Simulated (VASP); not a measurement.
ZnF2: single point with PBEsol

The system is ZnF2.

```xyz
24
Lattice="4.7172 4.7172 0.0000 -4.7172 4.7172 0.0000 0.0000 -4.7172 6.2573" Properties=species:S:1:pos:R:3 pbc="T T T"
Zn    2.3586    2.3586    1.5643
Zn    2.3586    2.3586    4.6930
Zn   -2.3586    2.3586    1.5643
Zn   -2.3586    2.3586    4.6930
Zn    0.0000    0.0000    0.0000
Zn    0.0000    0.0000    3.1287
Zn    0.0000    4.7172    0.0000
Zn    0.0000    4.7172    3.1287
F     3.2839    3.2839    0.0000
F     3.2839    3.2839    3.1287
F    -1.4332    3.2839    0.0000
F    -1.4332    3.2839    3.1287
F    -0.9253    5.6425    1.5643
F     3.7918    0.9253    4.6930
F    -0.9253    0.9253    1.5643
F    -0.9253    0.9253    4.6930
F     1.4332    1.4332    0.0000
F     1.4332    1.4332    3.1287
F     1.4332    6.1504    0.0000
F    -3.2839    1.4332    3.1287
F     0.9253    3.7918    1.5643
F     0.9253    3.7918    4.6930
F    -3.7918    3.7918    1.5643
F     0.9253   -0.9253    4.6930
```

```
Program             : VASP 6.6.1
Task                : single point
Functional          : PBEsol
Potentials or basis : VASP PAW PBE potentials, release 64 (Zn, F)
Cutoff              : 600 eV
k mesh              : 2 × 2 × 2
Occupations         : gaussian, width 0.02 eV
Spin                : no spin polarisation
```

- Pressure: 0.5 GPa
- Largest force: 0.014 eV/Å
- Band gap on the k mesh: 3.37 eV

Forces in eV/Å, atoms in the order of the input:
```
Zn   0.000  0.000  0.000
Zn   0.000  0.000  0.000
Zn   0.000  0.000  0.000
Zn   0.000  0.000  0.000
Zn   0.000  0.000  0.000
Zn   0.000  0.000  0.000
Zn   0.000  0.000  0.000
Zn   0.000  0.000  0.000
F    0.010  0.010  0.000
F    0.010  0.010  0.000
F    0.010  0.010  0.000
F    0.010  0.010  0.000
F   -0.010  0.010  0.000
F   -0.010  0.010  0.000
F   -0.010  0.010  0.000
F   -0.010  0.010  0.000
F   -0.010 -0.010  0.000
F   -0.010 -0.010  0.000
F   -0.010 -0.010  0.000
F   -0.010 -0.010  0.000
F    0.010 -0.010  0.000
F    0.010 -0.010  0.000
F    0.010 -0.010  0.000
F    0.010 -0.010  0.000
```

Stress tensor (GPa, compression positive):
```
0.41 0.00 0.00
0.00 0.41 0.00
0.00 0.00 0.74
```

Levels at points of the mesh, in eV from the valence-band top:
```tsv
k point	band 102	band 103	band 104	band 105	band 106	band 107
(0.00, 0.00, 0.00)	-0.31	-0.31	0.00	3.37	7.50	7.50
(0.50, 0.00, 0.00)	-0.22	-0.09	-0.09	5.28	5.28	7.31
(0.50, 0.50, 0.00)	-0.26	-0.04	-0.04	5.98	5.98	7.11
(0.00, 0.00, 0.50)	-0.47	-0.33	-0.33	5.21	5.21	6.92
```

Run time: 3.7 min on 1 thread of Oxide Virtual Turin-like Processor, on a shared host, peak memory 0.43 GiB.

Caveat: the k points lie up to 0.53 Å⁻¹ apart; the PAW data sets were made with another functional, which shifts forces and pressure a little.
